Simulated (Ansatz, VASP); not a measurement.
RbBr in VASP and in Ansatz

File INCAR:

```
  PREC = Accurate
  ENCUT = 600
  EDIFF = 1E-6
  ISMEAR = -1
  SIGMA = 0.05
  LREAL = F
  LASPH = T
  NELM = 80
  ALGO = Normal
  ISIF = 3
  LWAVE = F
  LCHARG = F
  GGA = PS
  IBRION = 2
  NSW = 80
  EDIFFG = -0.01
```

KPOINTS

```
Automatic mesh
0
Gamma
  7 7 7
```

The input POSCAR:

```
RbBr
1.0
    0.0000000000      3.4270000000      3.4270000000
    3.4270000000      0.0000000000      3.4270000000
    3.4270000000      3.4270000000      0.0000000000
Rb Br
1 1
Direct
    0.0000000000      0.0000000000      0.0000000000
    0.5000000000      0.5000000000      0.5000000000
```

input.yaml

```yaml
crystal:
  lattice:
    - [0.0, 3.427, 3.427]
    - [3.427, 0.0, 3.427]
    - [3.427, 3.427, 0.0]
  atoms:
    - { symbol: Rb, position: [0.0, 0.0, 0.0] }
    - { symbol: Br, position: [0.5, 0.5, 0.5] }
kpoints:
  mp_grid: { grid: [7, 7, 7] }
scf:
  occupations: { method: fermi_dirac, width: 0.05 }
hamiltonian:
  xc: pbesol
  pseudopotentials: { kind: all_electron, lapw: { basis_error: 0.001 } }
output:
  forces: true
  stress: true
relax:
  f_tol: 0.01
  max_steps: 60
  cell: {}
```

Alike in both runs: task relaxation of cell and atoms; functional PBEsol; k mesh 7 × 7 × 7; occupations fermi-dirac, width 0.05 eV; no spin polarisation.

```csv
,VASP,Ansatz
version,VASP 6.6.1,Ansatz 0.2.0
potentials or method,"VASP PAW PBE potentials, release 64 (Rb_sv, Br), cutoff 600 eV","all-electron LAPW, scalar-relativistic"
```

```tsv
	VASP	Ansatz	Ansatz less VASP
relaxed volume (Å³/atom)	40.25	40.17	-0.075
relaxed length of the cell vector where the two differ most in proportion (Å)	4.847	4.844	-0.0030
```

VASP's potentials were made for PBE, not for PBEsol. Ansatz ran all-electron here, and VASP with PAW potentials.

Noted on VASP's run: the relaxation stopped at its first step, so nothing moved.
